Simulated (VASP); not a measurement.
Input of a VASP 6.6.1 run:

Contents of INCAR:

```
SYSTEM = P
  ALGO = Normal
  EDIFF = 1E-6
  EDIFFG = -0.04
  ENCUT = 600
  GGA = PE
  IBRION = 2
  ISIF = 3
  ISMEAR = 0
  LASPH = .TRUE.
  LCHARG = .FALSE.
  LREAL = .FALSE.
  LWAVE = .FALSE.
  NELM = 100
  NSW = 90
  PREC = Accurate
  SIGMA = 0.1
```

KPOINTS

```
k-points
0
G
  4 2 6
  0 0 0
```

POSCAR

```
P
1.0
    3.7502141500      0.0000000000      0.0000000000
    0.0000000000      7.6766807700      0.0000000000
    0.0000000000      0.0000000000      2.6438198700
P
4
Direct
    0.2537287800      0.6249238800      0.5000000000
    0.2462712200      0.1249238800      0.5000000000
    0.7537287800      0.8750761200      0.5000000000
    0.7462712200      0.3750761200      0.5000000000
```

Potentials or basis: VASP PAW PBE potentials, release 64 (P).

Command:

```bash
$ cat potpaw_PBE.64/P/POTCAR > POTCAR
$ mpirun -np 1 vasp_std > vasp.out
```

(1) What does it give for the relaxed volume?

(2) Estimate the band gap on the k mesh.

(3) Estimate the space group after relaxing (to 0.05 Å).

Answers

(1) 14.81 Å³/atom.

(2) zero (band 10 reaches 12.30 eV, above the bottom of band 11 at 7.12 eV).

(3) P4/mmm (No. 123).

Caveat: the k points lie up to 0.44 Å⁻¹ apart in the final cell; the volume moved by over 15 % at a fixed basis, so the end points are rough.
